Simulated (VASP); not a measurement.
Set up this calculation in VASP 6.6.1, as the native input.

```yaml
Task: single point
Functional: r2SCAN
Potentials_or_basis: VASP PAW PBE potentials, release 64 (Al, Cu)
Cutoff: 520 eV
k_mesh: 12 × 12 × 12
Occupations: gaussian, width 0.1 eV
Spin: no spin polarisation
Dipole_correction: no
Further_INCAR_settings: ALGO = Normal; EDIFF = 1e-06; NBANDS = 18
```

Crystal: Al3Cu.

```xyz
4
Lattice="3.9654 0.0000 0.0000 0.0000 3.9654 0.0000 0.0000 0.0000 3.9654" Properties=species:S:1:pos:R:3 pbc="T T T"
Al    0.0000    1.9827    1.9827
Al    1.9827    0.0000    1.9827
Al    1.9827    1.9827    0.0000
Cu    0.0000    0.0000    0.0000
```

The input as run:

POSCAR

```
Al3Cu
1.0
    3.9653973092      0.0000000000      0.0000000000
    0.0000000000      3.9653973092      0.0000000000
    0.0000000000      0.0000000000      3.9653973092
Al Cu
3 1
Direct
    0.0000000000      0.5000000000      0.5000000000
    0.5000000000      0.0000000000      0.5000000000
    0.5000000000      0.5000000000      0.0000000000
    0.0000000000      0.0000000000      0.0000000000
```

INCAR.step1

```
ALGO     = Normal         # electronic algorithm
EDIFF    = 1E-4           # SCF threshold, eV
ENCUT    = 520            # plane-wave cutoff, eV
GGA      = PE             # functional
ISMEAR   = 0              # smearing method
LASPH    = True           # aspherical terms in the spheres
LCHARG   = False          # write CHGCAR
LREAL    = False          # projectors in reciprocal space
LWAVE    = True           # write WAVECAR
NBANDS   = 18             # bands
NELM     = 80             # most SCF steps
PREC     = Accurate       # precision mode
SIGMA    = 0.1            # smearing width, eV
```

INCAR.step2

```
ALGO     = Normal         # electronic algorithm
EDIFF    = 1E-6           # SCF threshold, eV
ENCUT    = 520            # plane-wave cutoff, eV
ISIF     = 2              # what is computed and relaxed
ISMEAR   = 0              # smearing method
ISTART   = 1            
LASPH    = True           # aspherical terms in the spheres
LCHARG   = False          # write CHGCAR
LMIXTAU  = True         
LREAL    = False          # projectors in reciprocal space
LWAVE    = False          # write WAVECAR
METAGGA  = R2SCAN         # meta-GGA
NBANDS   = 18             # bands
NELM     = 80             # most SCF steps
PREC     = Accurate       # precision mode
SIGMA    = 0.1            # smearing width, eV
```

KPOINTS

```
k-points
0
Gamma
  12 12 12
```

Potentials or basis: VASP PAW PBE potentials, release 64 (Al, Cu).

Launch:

```sh
$ cat potpaw_PBE.64/Al/POTCAR potpaw_PBE.64/Cu/POTCAR > POTCAR
$ cp INCAR.step1 INCAR
$ mpirun -np 1 vasp_std > vasp.out
$ cp INCAR.step2 INCAR
$ mpirun -np 1 vasp_std > vasp.out
```

Results of the run:

- Pressure: -5.6 GPa
- Band gap on the k mesh: zero (bands 10 and 11 overlap by 4.24 eV)

Caveat: the cell stands under tension; the PAW data sets were made with another functional, which shifts forces and pressure a little.

Run time: 2.8 min on 1 thread of AMD EPYC 9R45 96-Core Processor (Zen 5), with other jobs on the host, peak memory 0.2 GiB.
